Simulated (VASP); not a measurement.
NaCl:

```
CELL_PARAMETERS angstrom
0.00000 2.79406 2.79406
2.79406 0.00000 2.79406
2.79406 2.79406 0.00000
ATOMIC_POSITIONS crystal
Cl 0.50000 0.50000 0.50000
Na 0.00000 0.00000 0.00000
```

```yaml
Program: VASP 6.6.1
Task: relaxation of cell and atoms
Functional: revPBE
Dispersion: D4
Potentials_or_basis: VASP PAW PBE potentials, release 64 (Cl, Na_pv)
Cutoff: 600 eV
k_mesh: 8 × 8 × 8
Occupations: fermi-dirac, width 0.05 eV
Spin: no spin polarisation
```

At the start: pressure 1.6 GPa; volume 21.81 Å³/atom.

**Question.** Where does the relaxation end?

**Answer.** Over 3 steps the energy falls by 6.4 meV/atom and the volume is 23.25 Å³/atom (+6.6 %); space group Fm-3m (No. 225, to 0.1 Å) before and after.

Step by step:
```csv
step,energy change (eV),largest force (eV/Å),pressure (GPa),volume (Å³)
1,0.0000,0.0000,1.58,43.63
2,-0.0098,0.0000,0.79,45.00
3,-0.0129,0.0000,0.01,46.50
```

Final structure:
```xyz
2
Lattice="0.0000 2.8541 2.8541 2.8541 0.0000 2.8541 2.8541 2.8541 0.0000" Properties=species:S:1:pos:R:3 pbc="T T T"
Cl    2.8541    2.8541    2.8541
Na    0.0000    0.0000    0.0000
```

Caveat: the PAW data sets were made with another functional, which shifts forces and pressure a little.
